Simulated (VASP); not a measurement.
Input of a VASP 6.6.1 run:

INCAR

```
SYSTEM = Fe
  PREC = Accurate
  ENCUT = 520
  EDIFF = 1E-6
  ISMEAR = -1
  SIGMA = 0.1
  LREAL = .False.
  LASPH = .True.
  NELM = 80
  ALGO = Normal
  ISIF = 2
  LWAVE = .False.
  LCHARG = .False.
  GGA = PE
  NBANDS = 15
```

File KPOINTS:

```
regular mesh
0
Gamma
  11 11 11
  0 0 0
```

File POSCAR:

```
Fe
1.0
    0.0000000000      2.4377993968      2.4377993968
    2.4377993968      0.0000000000      2.4377993968
    2.4377993968      2.4377993968      0.0000000000
Fe
2
Direct
    0.1250000000      0.1250000000      0.1250000000
    0.8750000000      0.8750000000      0.8750000000
```

Potentials or basis: VASP PAW PBE potentials, release 64 (Fe).

Command:

```sh
$ cat potpaw_PBE.64/Fe/POTCAR > POTCAR
$ mpirun -np 1 vasp_std > vasp.out
```

Problem. Estimate the pressure.

Solution. -1.4 GPa.

Problem. Predict the band gap on the k mesh.

Solution. Zero (band 8 reaches 3.84 eV, above the bottom of band 9 at 3.18 eV).

Caveat: the run has no spin polarisation, though such a crystal can be magnetic. Spin polarisation is off, so any magnetic state and its effect on volume and gap are missing.
